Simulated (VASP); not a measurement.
# RbBr (P4/mmm) in VASP: further runs

RbBr is run at these levels: PBEsol; tasks: single point.

Program: VASP 6.6.1. These are calculated values, not measurements. Logs are shortened: lines on timing, memory, paths and dates and some standing lists are left out, and cuts for length are marked.

## (1) The cell of the first run

Symmetry: P4/mmm, No. 123, tetragonal system. The conventional cell has a = 3.920 Å, b = 3.920 Å, c = 4.126 Å, α = 90.00°, β = 90.00°, γ = 90.00°. Rb (site symmetry 4/mmm) has 8 Br at 3.46 Å and 6 Rb at 3.92 to 4.13 Å within 4.5 Å. Within 4.5 Å of Br (site symmetry 4/mmm) lie 8 Rb at 3.46 Å and 6 Br at 3.92 to 4.13 Å.

## (2) Single point, PBEsol (strain -0.050 along x and y, +0.000 along z)

The input, INCAR:

```
SYSTEM = RbBr
ALGO     = Normal         ! electronic algorithm
EDIFF    = 1E-7           ! SCF threshold, eV
ENCUT    = 520            ! plane-wave cutoff, eV
GGA      = PS             ! functional
ISIF     = 2              ! what is computed and relaxed
ISMEAR   = 0              ! smearing method
LASPH    = .True.         ! aspherical terms in the spheres
LCHARG   = .True.         ! write CHGCAR
LELF     = .True.         ! ELF
LREAL    = .False.        ! projectors in reciprocal space
LVHAR    = .True.       
LWAVE    = .False.        ! write WAVECAR
NBANDS   = 15             ! bands
NELM     = 100            ! most SCF steps
PREC     = Accurate       ! precision mode
SIGMA    = 0.05           ! smearing width, eV
```

The input, KPOINTS:

```
k-points
0
Gamma
  6 6 6
  0 0 0
```

The input, POSCAR:

```
RbBr
1.0
    3.9197734350      0.0000000000      0.0000000000
    0.0000000000      3.9197734350      0.0000000000
    0.0000000000      0.0000000000      4.1260773000
Rb Br
1 1
Direct
    0.0000000000      0.0000000000      0.0000000000
    0.5000000000      0.5000000000      0.5000000000
```

Potentials or basis: VASP PAW PBE potentials, release 64 (Rb_sv, Br).

On the command line:

```bash
$ cat potpaw_PBE.64/Rb_sv/POTCAR potpaw_PBE.64/Br/POTCAR > POTCAR
$ mpirun -np 1 vasp_std > vasp.out
```

OUTCAR:

```text
SYSTEM = RbBr
   EDIFF = 1E-7
   ENCUT = 520
   GGA = PS
   ISIF = 2
   ISMEAR = 0
   LASPH = .True.
   LREAL = .False.
   NELM = 100
   PREC = Accurate

 ion  position               nearest neighbor table
   1  0.000  0.000  0.000-   2 3.46   2 3.46   2 3.46   2 3.46   2 3.46   2 3.46   2 3.46   2 3.46

   2  0.500  0.500  0.500-   1 3.46   1 3.46   1 3.46   1 3.46   1 3.46   1 3.46   1 3.46   1 3.46

  LATTYP: Found a simple tetragonal cell.
 ALAT       =     3.9197734350
 C/A-ratio  =     1.0526315789

  Lattice vectors:

 A1 = (   3.9197734350,   0.0000000000,   0.0000000000)
 A2 = (   0.0000000000,   3.9197734350,   0.0000000000)
 A3 = (   0.0000000000,   0.0000000000,   4.1260773000)

Analysis of symmetry for initial positions (statically):
=====================================================================
 Subroutine PRICEL returns:
 Original cell was already a primitive cell.

 Routine SETGRP: Setting up the symmetry group for a
 simple tetragonal supercell.

 Subroutine GETGRP returns: Found 16 space group operations
 (whereof 16 operations were pure point group operations)
 out of a pool of 16 trial point group operations.

The static configuration has the point symmetry D_4h.

Analysis of symmetry for dynamics (positions and initial velocities):
=====================================================================
 Subroutine PRICEL returns:
 Original cell was already a primitive cell.

 Routine SETGRP: Setting up the symmetry group for a
 simple tetragonal supercell.

 Subroutine GETGRP returns: Found 16 space group operations
 (whereof 16 operations were pure point group operations)
 out of a pool of 16 trial point group operations.

The dynamic configuration has the point symmetry D_4h.

 Subroutine INISYM returns: Found 16 space group operations
 (whereof 16 operations are pure point group operations),
 and found     1 'primitive' translations

----------------------------------------------------------------------------------------

                                     Primitive cell

  volume of cell :      63.3956

  direct lattice vectors                    reciprocal lattice vectors
     3.919773435  0.000000000  0.000000000     0.255116786  0.000000000  0.000000000
     0.000000000  3.919773435  0.000000000     0.000000000  0.255116786  0.000000000
     0.000000000  0.000000000  4.126077300     0.000000000  0.000000000  0.242360947

  length of vectors
     3.919773435  3.919773435  4.126077300     0.255116786  0.255116786  0.242360947

  position of ions in fractional coordinates (direct lattice)
     0.000000000  0.000000000  0.000000000
     0.500000000  0.500000000  0.500000000

  ion indices of the primitive-cell ions
   primitive index   ion index
                 1           1
                 2           2

----------------------------------------------------------------------------------------

 KPOINTS: k-points

Automatic generation of k-mesh.
 Grid dimensions read from file:
 generate k-points for:    6    6    6

 Generating k-lattice:

  Cartesian coordinates                     Fractional coordinates (reciprocal lattice)
     0.042519464  0.000000000  0.000000000     0.166666667  0.000000000  0.000000000
     0.000000000  0.042519464  0.000000000     0.000000000  0.166666667  0.000000000
     0.000000000  0.000000000  0.040393491     0.000000000  0.000000000  0.166666667

  Length of vectors
     0.042519464  0.042519464  0.040393491

  Shift w.r.t. Gamma in fractional coordinates (k-lattice)
     0.000000000  0.000000000  0.000000000

 Subroutine IBZKPT returns following result:
 ===========================================

 Found     40 irreducible k-points:

 Following reciprocal coordinates:
            Coordinates               Weight
  0.000000  0.000000  0.000000      1.000000
  0.166667  0.000000  0.000000      4.000000
  0.333333  0.000000  0.000000      4.000000
  0.500000  0.000000  0.000000      2.000000
  0.166667  0.166667  0.000000      4.000000
  0.333333  0.166667  0.000000      8.000000
[... 16 lines left out ...]
  0.333333  0.000000  0.333333      8.000000
  0.500000  0.000000  0.333333      4.000000
 [... further k-points ...]
   k-points           NKPTS =     40   k-points in BZ     NKDIM =     40   number of bands    NBANDS=     15
   number of dos      NEDOS =    301   number of ions     NIONS =      2
   total plane-waves  NPLWV =  28800
   dimension x,y,z NGX =    30 NGY =   30 NGZ =   32
   dimension x,y,z NGXF=    60 NGYF=   60 NGZF=   64
   ions per type =               1   1
   NGX,Y,Z   is equivalent  to a cutoff of  12.72, 12.72, 12.89 a.u.
   NGXF,Y,Z  is equivalent  to a cutoff of  25.45, 25.45, 25.79 a.u.
 SYSTEM =  RbBr
   PREC   = accura    normal or accurate (medium, high low for compatibility)
   ISTART =      0    job   : 0-new  1-cont  2-samecut
   ICHARG =      2    charge: 1-file 2-atom 10-const
   ISPIN  =      1    spin polarized calculation?
   LNONCOLLINEAR =      F non collinear calculations
   LSORBIT =      F    spin-orbit coupling
   LASPH  =      T    aspherical Exc in radial PAW
   ENCUT  =  520.0 eV  38.22 Ry    6.18 a.u.   7.29  7.29  7.67*2*pi/ulx,y,z
   NELM   =    100;   NELMIN=  2; NELMDL= -5     # of ELM steps
   EDIFF  = 0.1E-06   stopping-criterion for ELM
   LREAL  =      F    real-space projection
   EDIFFG = 0.1E-05   stopping-criterion for IOM
   NSW    =      0    number of steps for IOM
   IBRION =     -1    ionic relax: 0-MD 1-quasi-New 2-CG
   NFREE  =      0    steps in history (QN), initial steepest desc. (CG)
   ISIF   =      2    stress and relaxation
   ISYM   =      2    0-nonsym 1-usesym 2-fastsym
   POTIM  = 0.5000    time-step for ionic-motion
   TEBEG  =    0.0;   TEEND  =   0.0 temperature during run
   PSTRESS=    0.0 pullay stress
   NELECT =      16.0000    total number of electrons
   NUPDOWN=      -1.0000    fix difference up-down
   EMIN   =  10.00;   EMAX   =-10.00  energy-range for DOS
   EFERMI =   0.00;   METHOD = LEGACY
   ISMEAR =     0;   SIGMA  =   0.05  broadening in eV -4-tet -1-fermi 0-gaus
   EFERMI_NEDOS =   21; number of points for ismear=-14 and -15
   IALGO  =     38    algorithm
   IMIX   =      4    mixing-type and parameters
     AMIX     =   0.40;   BMIX     =  1.00
     AMIX_MAG =   1.60;   BMIX_MAG =  1.00
  volume/ion in A,a.u.               =      31.70       213.91
  Fermi-wavevector in a.u.,A,eV,Ry     =   1.034574  1.955062 14.562917  1.070344
  Thomas-Fermi vector in A             =   2.168876
   LORBIT       =      0    0 simple, 1 ext, 2 COOP (PROOUT), +10 PAW based schemes
   GGA     = PS    functional components
   LHFCALC =     F    Hartree Fock is set to
   AEXX    =    0.0000 exact exchange contribution
   IVDW    =     0    specifies the selected vdW correction
   LEPSILON=     F    determine dielectric tensor
   LRPA    =     F    only Hartree local field effects (RPA)
 non-spin polarized calculation
 Gauss-broadening in eV      SIGMA  =   0.05
  energy-cutoff  :      520.00
  volume of cell :       63.40
 maximum number of plane-waves:      1732
 NGX is ok and might be reduce to    30
   NGX = 15   NGY = 15   NGZ = 15

 number of electron      16.0000001 magnetization

 Free energy of the ion-electron system (eV)
  ---------------------------------------------------
  ext. energy  EPLUGINS =         0.00000000
  ---------------------------------------------------
  free energy    TOTEN  =        -6.27258317 eV

  energy without entropy =       -6.27258317  energy(sigma->0) =       -6.27258317

 E-fermi :   0.1535     XC(G=0):  -8.5771

 val. band max:       -0.1426910872   @ k =   0.5000   0.0000   0.5000
 cond. band min:       3.9879216259   @ k =   0.0000   0.0000   0.0000
 fundamental gap:      4.1306127131
 Fermi energy:         0.1534973698

 k-point     1 :       0.0000    0.0000    0.0000
  band No.  band energies     occupation
      1     -25.1594      2.00000
      2     -13.0630      2.00000
      3      -9.1729      2.00000
      4      -9.1066      2.00000
      5      -9.1066      2.00000
      6      -0.5731      2.00000
      7      -0.2951      2.00000
      8      -0.2951      2.00000
      9       3.9879      0.00000
     10       4.9931      0.00000
     11       5.1691      0.00000
     12       9.7751      0.00000
     13       9.7751      0.00000
     14      10.2545      0.00000
     15      12.3933      0.00000

 k-point     2 :       0.1667    0.0000    0.0000
  band No.  band energies     occupation
      1     -25.1495      2.00000
      2     -13.0592      2.00000
      3      -9.1720      2.00000
      4      -9.1506      2.00000
      5      -9.0878      2.00000
      6      -0.9513      2.00000
      7      -0.6109      2.00000
      8      -0.3147      2.00000
      9       4.6787      0.00000
     10       5.3073      0.00000
     11       5.9210      0.00000
     12       9.5926      0.00000
     13       9.9618      0.00000
     14      10.0021      0.00000
     15      11.4082      0.00000

 k-point     3 :       0.3333    0.0000    0.0000
  band No.  band energies     occupation
      1     -25.1298      2.00000
      2     -13.0563      2.00000
      3      -9.2822      2.00000
      4      -9.1055      2.00000
      5      -9.0496      2.00000
      6      -1.9138      2.00000
      7      -0.6906      2.00000
      8      -0.3576      2.00000
      9       5.8387      0.00000
     10       6.2563      0.00000
     11       7.4571      0.00000
     12       9.4420      0.00000
     13       9.5210      0.00000
     14       9.7741      0.00000
     15      10.4380      0.00000

 k-point     4 :       0.5000    0.0000    0.0000
  band No.  band energies     occupation
      1     -25.1198      2.00000
      2     -13.0574      2.00000
      3      -9.3269      2.00000
      4      -9.0826      2.00000
      5      -9.0302      2.00000
      6      -2.3079      2.00000
      7      -0.7326      2.00000
      8      -0.3808      2.00000
      9       6.5480      0.00000
     10       7.1901      0.00000
     11       7.9978      0.00000
     12       8.3418      0.00000
     13       9.7654      0.00000
     14       9.8296      0.00000
     15      10.6759      0.00000
[... 307 lines left out ...]
 k-point    22 :       0.1667    0.0000    0.3333
  band No.  band energies     occupation
      1     -25.1325      2.00000
      2     -13.0522      2.00000
      3      -9.2896      2.00000
      4      -9.1449      2.00000
      5      -9.0500      2.00000
      6      -1.7838      2.00000
      7      -0.7685      2.00000
      8      -0.3604      2.00000
      9       6.0946      0.00000
     10       6.2928      0.00000
     11       7.3084      0.00000
     12       9.0383      0.00000
     13       9.1616      0.00000
     14      10.2516      0.00000
     15      10.5772      0.00000

 k-point    23 :       0.3333    0.0000    0.3333
  band No.  band energies     occupation
      1     -25.1140      2.00000
      2     -12.9447      2.00000
      3      -9.4765      2.00000
      4      -9.3022      2.00000
      5      -9.0200      2.00000
      6      -1.5908      2.00000
      7      -1.2401      2.00000
      8      -0.2583      2.00000
      9       5.6164      0.00000
     10       6.4332      0.00000
     11       8.2711      0.00000
     12       8.7116      0.00000
     13       9.0200      0.00000
     14       9.4773      0.00000
     15      10.8703      0.00000

 k-point    24 :       0.5000    0.0000    0.3333
  band No.  band energies     occupation
      1     -25.1047      2.00000
      2     -12.8888      2.00000
      3      -9.5509      2.00000
      4      -9.3965      2.00000
      5      -9.0048      2.00000
      6      -1.7063      2.00000
      7      -1.2164      2.00000
      8      -0.2056      2.00000
      9       5.3620      0.00000
     10       6.3384      0.00000
     11       8.1889      0.00000
     12       8.3294      0.00000
     13       9.2800      0.00000
     14      10.2451      0.00000
     15      11.8214      0.00000

 [... further k-points ...]

------------------------ aborting loop because EDIFF is reached ----------------------------------------

  FORCE on cell =-STRESS in cart. coord.  units (eV):
  Direction    XX          YY          ZZ          XY          YZ          ZX
  --------------------------------------------------------------------------------------
  -------------------------------------------------------------------------------------
  Total        0.7499443      0.7499443      0.0978694      0.0000000      0.0000000      0.0000000
  in kB       18.9531031     18.9531031      2.4734232      0.0000000      0.0000000      0.0000000
  external PRESSURE =      13.4598765 kB  Pullay stress =       0.0000000 kB

 VOLUME and BASIS-vectors are now :
 -----------------------------------------------------------------------------
  energy-cutoff  :      520.00
  volume of cell :       63.40
      direct lattice vectors                 reciprocal lattice vectors
     3.919773435  0.000000000  0.000000000     0.255116786  0.000000000  0.000000000
     0.000000000  3.919773435  0.000000000     0.000000000  0.255116786  0.000000000
     0.000000000  0.000000000  4.126077300     0.000000000  0.000000000  0.242360947

 POSITION                                       TOTAL-FORCE (eV/Angst)
 -----------------------------------------------------------------------------------
      0.00000      0.00000      0.00000         0.000000      0.000000      0.000000
      1.95989      1.95989      2.06304         0.000000      0.000000      0.000000
 -----------------------------------------------------------------------------------
    total drift:                                0.000000     -0.000000      0.000000

  FREE ENERGIE OF THE ION-ELECTRON SYSTEM (eV)
  ---------------------------------------------------
  free  energy   TOTEN  =        -6.2725831655 eV

  energy  without entropy=       -6.2725831655  energy(sigma->0) =       -6.27258317
```

Wall time 29 s (1 thread of AMD EPYC 7R13 (Zen 3), shared host); peak memory 0.16 GiB.

What came out:

| Property | Result |
| --- | --- |
| Free energy | -6.2726 eV |
| Pressure | 1.3 GPa |
| Band gap on the k mesh | 4.13 eV (least direct gap 4.28 eV) |

Caveat: the cell differs from its parent crystal (strain -0.050 along x and y, +0.000 along z); the PAW data sets were made with another functional, which shifts forces and pressure a little.

(Part 1 of 2 ends here.)
